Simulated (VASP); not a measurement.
A run of VASP 6.6.1 is set up as follows.

File INCAR:

```
SYSTEM = CrCuC4N4
ALGO = Normal ; EDIFF = 1E-6
ENCUT = 520 ; GGA = PE
ISIF = 2 ; ISMEAR = 0
ISPIN = 2 ; LASPH = .TRUE.
LCHARG = .TRUE. ; LELF = .TRUE.
LMAXMIX = 4 ; LORBIT = 11
LREAL = .FALSE. ; LVHAR = .TRUE.
LWAVE = .FALSE. ; MAGMOM = -3 -1 0 0 0 0 0 0 0 0
NBANDS = 44 ; NELM = 150
PREC = Accurate ; SIGMA = 0.1
```

File KPOINTS:

```
k-points
0
G
  4 4 4
  0 0 0
```

The input POSCAR:

```
CrCuC4N4
1.0
    5.7958139723      0.0000000000      0.0000000000
    0.0000000000      5.7958139723      0.0000000000
    0.0000000000      0.0000000000      5.7958139723
Cr Cu C N
1 1 4 4
Direct
    0.5000000000      0.5000000000      0.5000000000
    0.0000000000      0.0000000000      0.0000000000
    0.1915964076      0.1915964076      0.1915964076
    0.1915964076      0.8084035924      0.8084035924
    0.8084035924      0.1915964076      0.8084035924
    0.8084035924      0.8084035924      0.1915964076
    0.3092702147      0.3092702147      0.3092702147
    0.3092702147      0.6907297853      0.6907297853
    0.6907297853      0.3092702147      0.6907297853
    0.6907297853      0.6907297853      0.3092702147
```

Potentials or basis: VASP PAW PBE potentials, release 64 (Cr_pv, Cu, C, N).

The run is started by

```console
$ cat potpaw_PBE.64/Cr_pv/POTCAR potpaw_PBE.64/Cu/POTCAR potpaw_PBE.64/C/POTCAR potpaw_PBE.64/N/POTCAR > POTCAR
$ mpirun -np 1 vasp_std > vasp.out
```

Q: Predict the pressure.

A: 0.2 GPa.

Q: What does it give for the net moment?

A: -3.00 μB per cell.

Forces on the atoms (eV/Å):
```
Cr   0.000  0.000  0.000
Cu   0.000  0.000  0.000
C   -0.148 -0.148 -0.148
C   -0.148  0.148  0.148
C    0.148 -0.148  0.148
C    0.148  0.148 -0.148
N    0.177  0.177  0.177
N    0.177 -0.177 -0.177
N   -0.177  0.177 -0.177
N   -0.177 -0.177  0.177
```

Caveat: only a ferromagnetic start was run, and an antiferromagnetic order may lie lower in energy.
